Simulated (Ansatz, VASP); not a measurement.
Sr in VASP and in Ansatz

The input INCAR:

```
SYSTEM = Sr
PREC = Accurate ; ENCUT = 520
EDIFF = 1E-8 ; ISMEAR = -1
SIGMA = 0.08 ; LREAL = .FALSE.
LASPH = .TRUE. ; NELM = 60
ALGO = Normal ; ISIF = 2
LWAVE = .FALSE. ; LCHARG = .FALSE.
LEFG = .TRUE. ; NBANDS = 11
```

Contents of KPOINTS:

```
Automatic mesh
0
G
  10 10 10
  0 0 0
```

The input POSCAR:

```
Sr
1.0
    0.0000000000      3.0012321217      3.0012321217
    3.0012321217      0.0000000000      3.0012321217
    3.0012321217      3.0012321217      0.0000000000
Sr
1
Direct
    0.0000000000      0.0000000000      0.0000000000
```

Input for Ansatz:

```yaml
crystal:
  lattice:
    - [0.0, 3.0012321217, 3.0012321217]
    - [3.0012321217, 0.0, 3.0012321217]
    - [3.0012321217, 3.0012321217, 0.0]
  atoms:
    - { symbol: Sr, position: [0.0, 0.0, 0.0] }
kpoints:
  mp_grid: { grid: [10, 10, 10] }
scf:
  occupations: { method: fermi_dirac, width: 0.08 }
hamiltonian:
  xc: lda
  pseudopotentials: { kind: all_electron, datasets: crystal }
output:
  forces: true
  stress: true
  eigenvalues: true
  efg: { contact_densities: true }
```

Change from the starting cell: volume scaled by 0.96, crystal datasets.

Alike in both runs: task electric field gradients; functional LDA; k mesh 10 × 10 × 10; occupations fermi-dirac, width 0.08 eV; no spin polarisation.

|  | VASP | Ansatz |
| --- | --- | --- |
| version | VASP 6.6.1 | Ansatz 0.2.0 |
| potentials or method | VASP PAW LDA potentials, release 64 (Sr_sv), cutoff 520 eV | all-electron PAW with datasets made for the crystal, scalar-relativistic |

```csv
,VASP,Ansatz,Ansatz less VASP
pressure (GPa),-1.2,-1.2,0.00
```

LDA's correlation is that of Perdew and Zunger in VASP and of Perdew and Wang (1992) in Ansatz. Ansatz ran all-electron here, and VASP with PAW potentials.
